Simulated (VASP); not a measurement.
# H (P4/mmm) in VASP: further runs

The runs below take H through single point, with PBE+D3(BJ).

All numbers are computed with VASP 6.6.1; they aren't measurements. Logs are shortened: lines on timing, memory, paths and dates and some standing lists are left out, and cuts for length are marked.

**1. The cell of the first run**

It takes space group P4/mmm (No. 123, tetragonal). The conventional cell has a = 2.686 Å, b = 2.686 Å, c = 0.954 Å, α = 90.00°, β = 90.00°, γ = 90.00°. H (site symmetry 4/mmm) has 2 H at 0.95 Å within 1.3 Å.

**2. Single point, PBE+D3(BJ)**

INCAR reads:

```
SYSTEM = H
ALGO = Normal
EDIFF = 1E-6
ENCUT = 520
GGA = PE
ISIF = 2
ISMEAR = 0
IVDW = 12
LASPH = .TRUE.
LCHARG = .TRUE.
LELF = .TRUE.
LREAL = .FALSE.
LVHAR = .TRUE.
LWAVE = .FALSE.
NBANDS = 6
NELM = 80
PREC = Accurate
SIGMA = 0.05
```

KPOINTS reads:

```
k-points
0
G
  12 12 30
  0 0 0
```

POSCAR reads:

```
H
1.0
    2.6859396709      0.0000000000      0.0000000000
    0.0000000000      2.6859396709      0.0000000000
    0.0000000000      0.0000000000      0.9541689591
H
1
Direct
    0.0000000000      0.0000000000      0.5000000000
```

Potentials or basis: VASP PAW PBE potentials, release 64 (H).

Run with:

```
$ cat potpaw_PBE.64/H/POTCAR > POTCAR
$ mpirun -np 1 vasp_std > vasp.out
```

OUTCAR:

```text
SYSTEM = H
   EDIFF = 1E-6
   ENCUT = 520
   GGA = PE
   ISIF = 2
   ISMEAR = 0
   IVDW = 12
   LASPH = .TRUE.
   LREAL = .FALSE.
   NELM = 80
   PREC = Accurate
 IVDW          = 12

 ion  position               nearest neighbor table
   1  0.000  0.000  0.500-

  LATTYP: Found a simple tetragonal cell.
 ALAT       =     2.6859396709
 C/A-ratio  =     0.3552458640

  Lattice vectors:

 A1 = (   2.6859396709,   0.0000000000,   0.0000000000)
 A2 = (   0.0000000000,   2.6859396709,   0.0000000000)
 A3 = (   0.0000000000,   0.0000000000,   0.9541689591)

Analysis of symmetry for initial positions (statically):
=====================================================================
 Subroutine PRICEL returns:
 Original cell was already a primitive cell.

 Routine SETGRP: Setting up the symmetry group for a
 simple tetragonal supercell.

 Subroutine GETGRP returns: Found 16 space group operations
 (whereof 16 operations were pure point group operations)
 out of a pool of 16 trial point group operations.

The static configuration has the point symmetry D_4h.

Analysis of symmetry for dynamics (positions and initial velocities):
=====================================================================
 Subroutine PRICEL returns:
 Original cell was already a primitive cell.

 Routine SETGRP: Setting up the symmetry group for a
 simple tetragonal supercell.

 Subroutine GETGRP returns: Found 16 space group operations
 (whereof 16 operations were pure point group operations)
 out of a pool of 16 trial point group operations.

The dynamic configuration has the point symmetry D_4h.

 Subroutine INISYM returns: Found 16 space group operations
 (whereof 16 operations are pure point group operations),
 and found     1 'primitive' translations

----------------------------------------------------------------------------------------

                                     Primitive cell

  volume of cell :       6.8836

  direct lattice vectors                    reciprocal lattice vectors
     2.685939671  0.000000000  0.000000000     0.372309181  0.000000000  0.000000000
     0.000000000  2.685939671  0.000000000     0.000000000  0.372309181  0.000000000
     0.000000000  0.000000000  0.954168959     0.000000000  0.000000000  1.048032417

  length of vectors
     2.685939671  2.685939671  0.954168959     0.372309181  0.372309181  1.048032417

  position of ions in fractional coordinates (direct lattice)
     0.000000000  0.000000000  0.500000000

  ion indices of the primitive-cell ions
   primitive index   ion index
                 1           1

----------------------------------------------------------------------------------------

 KPOINTS: k-points

Automatic generation of k-mesh.
 Grid dimensions read from file:
 generate k-points for:   12   12   30

 Generating k-lattice:

  Cartesian coordinates                     Fractional coordinates (reciprocal lattice)
     0.031025765  0.000000000  0.000000000     0.083333333  0.000000000  0.000000000
     0.000000000  0.031025765  0.000000000     0.000000000  0.083333333  0.000000000
     0.000000000  0.000000000  0.034934414     0.000000000  0.000000000  0.033333333

  Length of vectors
     0.031025765  0.031025765  0.034934414

  Shift w.r.t. Gamma in fractional coordinates (k-lattice)
     0.000000000  0.000000000  0.000000000

 Subroutine IBZKPT returns following result:
 ===========================================

 Found    448 irreducible k-points:

 Following reciprocal coordinates:
            Coordinates               Weight
  0.000000  0.000000  0.000000      1.000000
  0.083333  0.000000  0.000000      4.000000
  0.166667  0.000000  0.000000      4.000000
  0.250000  0.000000  0.000000      4.000000
  0.333333  0.000000  0.000000      4.000000
  0.416667  0.000000  0.000000      4.000000
[... 16 lines left out ...]
  0.333333  0.333333  0.000000      4.000000
  0.416667  0.333333  0.000000      8.000000
 [... further k-points ...]
   k-points           NKPTS =    448   k-points in BZ     NKDIM =    448   number of bands    NBANDS=      6
   number of dos      NEDOS =    301   number of ions     NIONS =      1
   total plane-waves  NPLWV =   3200
   dimension x,y,z NGX =    20 NGY =   20 NGZ =    8
   dimension x,y,z NGXF=    40 NGYF=   40 NGZF=   16
   ions per type =               1
   NGX,Y,Z   is equivalent  to a cutoff of  12.38, 12.38, 13.94 a.u.
   NGXF,Y,Z  is equivalent  to a cutoff of  24.76, 24.76, 27.88 a.u.
 SYSTEM =  H
   PREC   = accura    normal or accurate (medium, high low for compatibility)
   ISTART =      0    job   : 0-new  1-cont  2-samecut
   ICHARG =      2    charge: 1-file 2-atom 10-const
   ISPIN  =      1    spin polarized calculation?
   LNONCOLLINEAR =      F non collinear calculations
   LSORBIT =      F    spin-orbit coupling
   LASPH  =      T    aspherical Exc in radial PAW
   ENCUT  =  520.0 eV  38.22 Ry    6.18 a.u.   4.99  4.99  1.77*2*pi/ulx,y,z
   NELM   =     80;   NELMIN=  2; NELMDL= -5     # of ELM steps
   EDIFF  = 0.1E-05   stopping-criterion for ELM
   LREAL  =      F    real-space projection
   EDIFFG = 0.1E-04   stopping-criterion for IOM
   NSW    =      0    number of steps for IOM
   IBRION =     -1    ionic relax: 0-MD 1-quasi-New 2-CG
   NFREE  =      0    steps in history (QN), initial steepest desc. (CG)
   ISIF   =      2    stress and relaxation
   ISYM   =      2    0-nonsym 1-usesym 2-fastsym
   POTIM  = 0.5000    time-step for ionic-motion
   TEBEG  =    0.0;   TEEND  =   0.0 temperature during run
   PSTRESS=    0.0 pullay stress
   NELECT =       1.0000    total number of electrons
   NUPDOWN=      -1.0000    fix difference up-down
   EMIN   =  10.00;   EMAX   =-10.00  energy-range for DOS
   EFERMI =   0.00;   METHOD = LEGACY
   ISMEAR =     0;   SIGMA  =   0.05  broadening in eV -4-tet -1-fermi 0-gaus
   EFERMI_NEDOS =   21; number of points for ismear=-14 and -15
   IALGO  =     38    algorithm
   IMIX   =      4    mixing-type and parameters
     AMIX     =   0.40;   BMIX     =  1.00
     AMIX_MAG =   1.60;   BMIX_MAG =  1.00
  volume/ion in A,a.u.               =       6.88        46.45
  Fermi-wavevector in a.u.,A,eV,Ry     =   0.860602  1.626302 10.076956  0.740635
  Thomas-Fermi vector in A             =   1.978131
   LORBIT       =      0    0 simple, 1 ext, 2 COOP (PROOUT), +10 PAW based schemes
   GGA     = PE    functional components
   LHFCALC =     F    Hartree Fock is set to
   AEXX    =    0.0000 exact exchange contribution
   IVDW    =    12    specifies the selected vdW correction
   LEPSILON=     F    determine dielectric tensor
   LRPA    =     F    only Hartree local field effects (RPA)
 non-spin polarized calculation
 Gauss-broadening in eV      SIGMA  =   0.05
  energy-cutoff  :      520.00
  volume of cell :        6.88
 maximum number of plane-waves:       200
 NGX is ok and might be reduce to    20

 number of electron       0.9999998 magnetization

 Free energy of the ion-electron system (eV)
  ---------------------------------------------------
  ext. energy  EPLUGINS =         0.00000000
  ---------------------------------------------------
  free energy    TOTEN  =        -3.00926777 eV

  energy without entropy =       -3.00926777  energy(sigma->0) =       -3.00926777

 E-fermi :  -1.2563     XC(G=0):  -6.7215

 val. band max:       -1.4638956828   @ k =   0.5000   0.5000   0.2333
 cond. band min:      -1.0606705469   @ k =   0.0000   0.0000   0.2667
 fundamental gap:      0.4032251359
 Fermi energy:        -1.2562652059

 k-point     1 :       0.0000    0.0000    0.0000
  band No.  band energies     occupation
      1     -12.6863      2.00000
      2       7.9044      0.00000
      3      13.7017      0.00000
      4      13.7017      0.00000
      5      16.8003      0.00000
      6      34.0224      0.00000

 k-point     2 :       0.0833    0.0000    0.0000
  band No.  band energies     occupation
      1     -12.6129      2.00000
      2       7.2613      0.00000
      3      13.2202      0.00000
      4      13.8254      0.00000
      5      18.3857      0.00000
      6      31.4743      0.00000

 k-point     3 :       0.1667    0.0000    0.0000
  band No.  band energies     occupation
      1     -12.4044      2.00000
      2       5.7289      0.00000
      3      13.0005      0.00000
      4      14.1899      0.00000
      5      21.5206      0.00000
      6      28.6639      0.00000

 k-point     4 :       0.2500    0.0000    0.0000
  band No.  band energies     occupation
      1     -12.0978      2.00000
      2       4.0103      0.00000
      3      13.2572      0.00000
      4      14.7708      0.00000
      5      25.2523      0.00000
      6      26.2486      0.00000

 k-point     5 :       0.3333    0.0000    0.0000
  band No.  band energies     occupation
      1     -11.7597      2.00000
      2       2.5398      0.00000
      3      13.7470      0.00000
      4      15.5050      0.00000
      5      24.1896      0.00000
      6      24.6734      0.00000

 k-point     6 :       0.4167    0.0000    0.0000
  band No.  band energies     occupation
      1     -11.4876      2.00000
      2       1.5543      0.00000
      3      14.2379      0.00000
      4      16.2261      0.00000
      5      22.8109      0.00000
      6      23.0932      0.00000

 k-point     7 :       0.5000    0.0000    0.0000
  band No.  band energies     occupation
      1     -11.3818      2.00000
      2       1.2061      0.00000
      3      14.4544      0.00000
      4      16.5641      0.00000
      5      22.2996      0.00000
      6      22.4687      0.00000

 k-point     8 :       0.0833    0.0833    0.0000
  band No.  band energies     occupation
      1     -12.5403      2.00000
      2       6.8661      0.00000
      3      11.7794      0.00000
      4      15.3554      0.00000
      5      19.2760      0.00000
      6      28.6709      0.00000
[... 91 lines left out ...]
 k-point    19 :       0.2500    0.2500    0.0000
  band No.  band energies     occupation
      1     -11.5505      2.00000
      2       4.1192      0.00000
      3       7.4166      0.00000
      4      17.7323      0.00000
      5      23.1646      0.00000
      6      27.9999      0.00000

 k-point    20 :       0.3333    0.2500    0.0000
  band No.  band energies     occupation
      1     -11.2405      2.00000
      2       3.4470      0.00000
      3       7.1762      0.00000
      4      15.6027      0.00000
      5      24.8894      0.00000
      6      31.1686      0.00000

 k-point    21 :       0.4167    0.2500    0.0000
  band No.  band energies     occupation
      1     -10.9935      2.00000
      2       2.7070      0.00000
      3       7.5767      0.00000
      4      14.0449      0.00000
      5      25.8740      0.00000
      6      34.4010      0.00000

 k-point    22 :       0.5000    0.2500    0.0000
  band No.  band energies     occupation
      1     -10.8980      2.00000
      2       2.4154      0.00000
      3       7.8364      0.00000
      4      13.4299      0.00000
      5      26.2349      0.00000
      6      33.9053      0.00000

 k-point    23 :       0.3333    0.3333    0.0000
  band No.  band energies     occupation
      1     -10.9489      2.00000
      2       3.7630      0.00000
      3       6.0083      0.00000
      4      13.4076      0.00000
      5      27.8624      0.00000
      6      33.0703      0.00000

 k-point    24 :       0.4167    0.3333    0.0000
  band No.  band energies     occupation
      1     -10.7176      2.00000
      2       3.5181      0.00000
      3       6.0014      0.00000
      4      11.7693      0.00000
      5      29.6051      0.00000
      6      36.3417      0.00000

 [... further k-points ...]

------------------------ aborting loop because EDIFF is reached ----------------------------------------

 Edisp (eV)   -0.06653

 E8    (eV) :    -0.0119

  FORCE on cell =-STRESS in cart. coord.  units (eV):
  Direction    XX          YY          ZZ          XY          YZ          ZX
  --------------------------------------------------------------------------------------
  -------------------------------------------------------------------------------------
  Total       0.00444     0.00444     0.63889     0.00000    -0.00000     0.00000
  in kB       1.03438     1.03438   148.70304     0.00000    -0.00000     0.00000
  external pressure =       50.26 kB  Pullay stress =        0.00 kB

 VOLUME and BASIS-vectors are now :
 -----------------------------------------------------------------------------
  energy-cutoff  :      520.00
  volume of cell :        6.88
      direct lattice vectors                 reciprocal lattice vectors
     2.685939671  0.000000000  0.000000000     0.372309181  0.000000000  0.000000000
     0.000000000  2.685939671  0.000000000     0.000000000  0.372309181  0.000000000
     0.000000000  0.000000000  0.954168959     0.000000000  0.000000000  1.048032417

 POSITION                                       TOTAL-FORCE (eV/Angst)
 -----------------------------------------------------------------------------------
      0.00000      0.00000      0.47708         0.000000      0.000000      0.000000
 -----------------------------------------------------------------------------------
    total drift:                               -0.000000      0.000000      0.000000

  FREE ENERGIE OF THE ION-ELECTRON SYSTEM (eV)
  ---------------------------------------------------
  free  energy   TOTEN  =        -3.0757995177 eV

  energy  without entropy=       -3.0757995177  energy(sigma->0) =       -3.07579952
```

It took 25 s on 1 thread of Intel Xeon 8259CL, shared host; peak memory 0.13 GiB.

What came out:

```yaml
Free_energy: -3.0758 eV
Pressure: 5.0 GPa
Dispersion_energy_per_atom: -0.067 eV
```

Caveat: pairwise dispersion overbinds metals, which lowers pressure and volume.

**3. Single point, PBE+D3(BJ)**

This run uses another cell than the first one, of the same volume but with other edges.

INCAR reads:

```
SYSTEM = H
  ALGO = Normal
  EDIFF = 1E-7
  ENCUT = 520
  GGA = PE
  ISIF = 2
  ISMEAR = 0
  IVDW = 12
  LASPH = .TRUE.
  LCHARG = .FALSE.
  LREAL = .FALSE.
  LWAVE = .FALSE.
  NBANDS = 6
  NELM = 60
  PREC = Accurate
  SIGMA = 0.05
```

KPOINTS is that of step 2.

POSCAR reads:

```
H
1.0
    2.6068951557      0.0000000000      0.0000000000
    0.0000000000      2.6068951557      0.0000000000
    0.0000000000      0.0000000000      1.0129095398
H
1
Direct
    0.0000000000      0.0000000000      0.5000000000
```

Potentials or basis: VASP PAW PBE potentials, release 64 (H).

Run with:

```
$ cat potpaw_PBE.64/H/POTCAR > POTCAR
$ mpirun -np 1 vasp_std > vasp.out
```

Run time: 24 s. Hardware: 1 thread of Intel Xeon 8259CL, shared host; peak memory 0.13 GiB.

It converged, with:

```
Free energy                : -3.0797 eV
Pressure                   : -3.0 GPa
Dispersion energy per atom : -0.076 eV
```

Stress tensor (GPa, compression positive):
```
-0.07  0.00  0.00
 0.00 -0.07  0.00
 0.00  0.00 -8.91
```

Levels at points of the mesh, in eV from the Fermi level:
| k point | band 1 | band 2 | band 3 | band 4 | band 5 |
| --- | --- | --- | --- | --- | --- |
| (0.00, 0.00, 0.00) | -10.50 | 10.77 | 16.60 | 16.60 | 19.59 |
| (0.50, 0.00, 0.00) | -8.89 | 3.11 | 17.57 | 19.76 | 25.48 |
| (0.50, 0.50, 0.00) | -7.61 | 7.08 | 7.08 | 10.60 | 40.49 |
| (0.00, 0.00, 0.50) | 22.14 | 29.50 | 45.24 | 50.54 | 52.78 |
| (0.50, 0.00, 0.50) | 23.12 | 32.04 | 39.57 | 39.95 | 52.54 |
| (0.50, 0.50, 0.50) | 23.91 | 34.16 | 43.46 | 43.46 | 44.02 |

Caveat: pairwise dispersion overbinds metals, which lowers pressure and volume.

**4. Single point, PBE+D3(BJ)**

This run uses another cell than the first one, of the same volume but with other edges.

INCAR reads:

```
SYSTEM = H
ALGO = Normal
EDIFF = 1E-6
ENCUT = 520
GGA = PE
ISIF = 2
ISMEAR = 0
IVDW = 12
LASPH = .TRUE.
LCHARG = .FALSE.
LREAL = .FALSE.
LWAVE = .FALSE.
NBANDS = 6
NELM = 80
PREC = Accurate
SIGMA = 0.05
```

KPOINTS is that of step 3.

POSCAR reads:

```
H
1.0
    2.8542368076      0.0000000000      0.0000000000
    0.0000000000      2.8542368076      0.0000000000
    0.0000000000      0.0000000000      0.8449631841
H
1
Direct
    0.0000000000      0.0000000000      0.5000000000
```

Run with:

```
$ cat potpaw_PBE.64/H/POTCAR > POTCAR
$ mpirun -np 1 vasp_std > vasp.out
```

Run time: 25 s. Hardware: 1 thread of Intel Xeon 8259CL, shared host; peak memory 0.13 GiB.

It converged, with:

| Property | Result |
| --- | --- |
| Free energy | -2.8723 eV |
| Pressure | 19.6 GPa |
| Dispersion energy per atom | -0.032 eV |

Stress tensor (GPa, compression positive):
```
-0.48  0.00  0.00
 0.00 -0.48  0.00
 0.00  0.00 59.62
```

Levels at points of the mesh, in eV from the Fermi level:
| k point | band 1 | band 2 | band 3 |
| --- | --- | --- | --- |
| (0.00, 0.00, 0.00) | -13.10 | 6.56 | 12.28 |
| (0.50, 0.00, 0.00) | -12.29 | 1.58 | 12.62 |
| (0.50, 0.50, 0.00) | -11.63 | 4.72 | 4.72 |
| (0.00, 0.00, 0.50) | 35.27 | 43.21 | 57.69 |
| (0.50, 0.00, 0.50) | 35.72 | 44.63 | 54.16 |
| (0.50, 0.50, 0.50) | 36.10 | 45.79 | 57.25 |

Caveat: pairwise dispersion overbinds metals, which lowers pressure and volume.

**5. Single point, PBE+D3(BJ)**

This run uses another cell than the first one, of the same volume but with other edges.

INCAR reads:

```
SYSTEM = H
ALGO = Normal
EDIFF = 1E-6
ENCUT = 520
GGA = PE
ISIF = 2
ISMEAR = 0
IVDW = 12
LASPH = .True.
LCHARG = .False.
LREAL = .False.
LWAVE = .False.
NBANDS = 6
NELM = 60
PREC = Accurate
SIGMA = 0.05
```

KPOINTS reads:

```
k-points
0
Gamma
  12 12 30
  0 0 0
```

POSCAR reads:

```
H
1.0
    2.4277588575      0.0000000000      0.0000000000
    0.0000000000      2.4277588575      0.0000000000
    0.0000000000      0.0000000000      1.1679027926
H
1
Direct
    0.0000000000      0.0000000000      0.5000000000
```

Run with:

```
$ cat potpaw_PBE.64/H/POTCAR > POTCAR
$ mpirun -np 1 vasp_std > vasp.out
```

It took 21 s on 1 thread of Intel Xeon 8259CL, shared host; peak memory 0.13 GiB.

Results (log left out):

```yaml
Free_energy: -2.9098 eV
Pressure: -14.1 GPa
Dispersion_energy_per_atom: -0.080 eV
```

Stress tensor (GPa, compression positive):
```
  0.61   0.00   0.00
  0.00   0.61   0.00
  0.00   0.00 -43.39
```

Levels at points of the mesh, in eV from the Fermi level:
```
           k point  band 1  band 2  band 3
(0.00, 0.00, 0.00)   -8.91   14.53   20.48
(0.50, 0.00, 0.00)   -6.42    4.27   22.01
(0.50, 0.50, 0.00)   -4.42    9.11    9.11
(0.00, 0.00, 0.50)   14.88   21.92   39.42
(0.50, 0.00, 0.50)   16.52   25.62   31.55
(0.50, 0.50, 0.50)   17.81   28.82   36.24
```

Caveat: pairwise dispersion overbinds metals, which lowers pressure and volume.

**6. Overview**

| cell | gap on the mesh (eV) | pressure (GPa) |
| --- | --- | --- |
| a = 2.686, b = 2.686, c = 0.954 Å, 1 atom | none | 5.0 |
| a = 2.607, b = 2.607, c = 1.013 Å, 1 atom | none | -3.0 |
| a = 2.854, b = 2.854, c = 0.845 Å, 1 atom | none | 19.6 |
| a = 2.428, b = 2.428, c = 1.168 Å, 1 atom | none | -14.1 |

Alike in all rows: task single point; level PBE+D3(BJ); potentials or basis VASP PAW PBE potentials, release 64 (H); no spin polarisation; k mesh 12 × 12 × 30; cutoff (eV) 520; smearing gaussian 0.05 eV.

Caveats: pairwise dispersion overbinds metals, which lowers pressure and volume.

Total energies depend on the potentials used, so only differences within one code and one set of settings carry meaning.
